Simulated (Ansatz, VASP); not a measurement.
## Two plane-wave programs on Sb

The input INCAR:

```
SYSTEM = Sb
ALGO     = Normal         ! electronic algorithm
EDIFF    = 1E-7           ! SCF threshold, eV
ENCUT    = 520            ! plane-wave cutoff, eV
GGA      = PE             ! functional
ISIF     = 2              ! what is computed and relaxed
ISMEAR   = 0              ! smearing method
LASPH    = .True.         ! aspherical terms in the spheres
LCHARG   = .False.        ! write CHGCAR
LREAL    = .False.        ! projectors in reciprocal space
LWAVE    = .False.        ! write WAVECAR
NBANDS   = 8              ! bands
NELM     = 100            ! most SCF steps
PREC     = Accurate       ! precision mode
SIGMA    = 0.027000000000000003 ! smearing width, eV
```

KPOINTS

```
k-points
0
Gamma
  10 10 10
  0 0 0
```

The input POSCAR:

```
Sb
1.0
   -1.8713408863      1.8713408863      1.8713408863
    1.8713408863     -1.8713408863      1.8713408863
    1.8713408863      1.8713408863     -1.8713408863
Sb
1
Direct
    0.0000000000      0.0000000000      0.0000000000
```

File input.yaml:

```yaml
crystal:
  lattice:
    - [-1.8713408863, 1.8713408863, 1.8713408863]
    - [1.8713408863, -1.8713408863, 1.8713408863]
    - [1.8713408863, 1.8713408863, -1.8713408863]
  atoms:
    - { symbol: Sb, position: [0.0, 0.0, 0.0] }
hamiltonian:
  xc: pbe
  pseudopotentials: { kind: paw }
kpoints:
  mp_grid: { grid: [10, 10, 10] }
scf:
  occupations: { method: gaussian, width: 0.027 }
output:
  forces: true
  stress: true
  eigenvalues: true
```

Alike in both runs: task single point; functional PBE; k mesh 10 × 10 × 10; occupations gaussian, width 0.027 eV; no spin polarisation.

|  | VASP | Ansatz |
| --- | --- | --- |
| version | VASP 6.6.1 | Ansatz 0.2.0 |
| potentials or method | VASP PAW PBE potentials, release 64 (Sb) | Ansatz PAW |
| plane-wave cutoff (eV) | 520 | 420 |
| valence electrons in the cell | 5 | 15 |

VASP gave:

```
gap on the k mesh at the Fermi level (eV) : none
pressure (GPa)                            : 3.0
```

Estimate Ansatz's values.

gap on the k mesh at the Fermi level (eV): none; pressure (GPa): 3.2.

A gap of «none» marks a metal or a gap that the smearing closes. VASP's potentials hold 5 valence electrons a cell and Ansatz's 15, so a difference there can come from the potentials and not from the codes.

Spin-orbit coupling is off throughout.
